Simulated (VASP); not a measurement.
Here is a VASP 6.6.1 calculation.

File INCAR:

```
PREC = Accurate
ENCUT = 520
EDIFF = 1E-7
ISMEAR = 0
SIGMA = 0.05
LREAL = F
LASPH = T
NELM = 80
ALGO = Normal
ISIF = 2
LWAVE = F
LCHARG = T
GGA = PE
LELF = T
LVHAR = T
NBANDS = 12
```

Contents of KPOINTS:

```
regular mesh
0
Gamma
  8 8 8
```

File POSCAR:

```
LiCl
1.0
    0.0000000000      2.5647600000      2.6929980000
    2.5647600000      0.0000000000      2.6929980000
    2.5647600000      2.5647600000      0.0000000000
Li Cl
1 1
Direct
    0.0000000000      0.0000000000      0.0000000000
    0.5000000000      0.5000000000      0.5000000000
```

Potentials or basis: VASP PAW PBE potentials, release 64 (Li_sv, Cl).

Run with:

```sh
$ cat potpaw_PBE.64/Li_sv/POTCAR potpaw_PBE.64/Cl/POTCAR > POTCAR
$ mpirun -np 1 vasp_std > vasp.out
```

**Question.** What does it give for the band gap on the k mesh?

**Answer.** 6.00 eV.

Caveat: the cell differs from its parent crystal (strain +0.000 along x and y, +0.050 along z). A k mesh can miss the band edges.
